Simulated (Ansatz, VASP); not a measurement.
## TaN in VASP and in Ansatz

```
Ta N
1.0
     3.19444    0.00000    0.00000
    -1.59722    2.76647    0.00000
     0.00000    0.00000    5.94134
Ta N
2 2
Direct
  0.33333 0.66667 0.03049
  0.66667 0.33333 0.53049
  0.33333 0.66667 0.35451
  0.66667 0.33333 0.85451
```

Alike in both runs: task single point; functional PBE; k mesh 18 × 18 × 8; occupations gaussian, width 0.15 eV; no spin polarisation.

|  | VASP | Ansatz |
| --- | --- | --- |
| version | VASP 6.6.1 | Ansatz 0.2.0 |
| potentials or method | VASP PAW PBE potentials, release 64 (Ta_pv, N), cutoff 520 eV | scalar-relativistic, plane waves, PAW |
| valence electrons in the cell | 32 | 36 |

|  | VASP | Ansatz | Ansatz less VASP |
| --- | --- | --- | --- |
| gap on the k mesh at the Fermi level (eV) | none | none | - |
| pressure (GPa) | 3.6 | 2.9 | -0.69 |
| traceless stress, the component that is largest in VASP (GPa) | 12.11 | 11.57 | -0.546 |
| rms of the force components (eV/Å) | 0.542 | 0.513 | -0.0287 |

Atom by atom the forces differ by 0.029 eV/Å (rms over components). A gap of «none» marks a metal or a gap that the smearing closes. VASP's potentials hold 32 valence electrons a cell and Ansatz's 36, so a difference there can come from the potentials and not from the codes.

Neither program's run includes spin-orbit coupling.
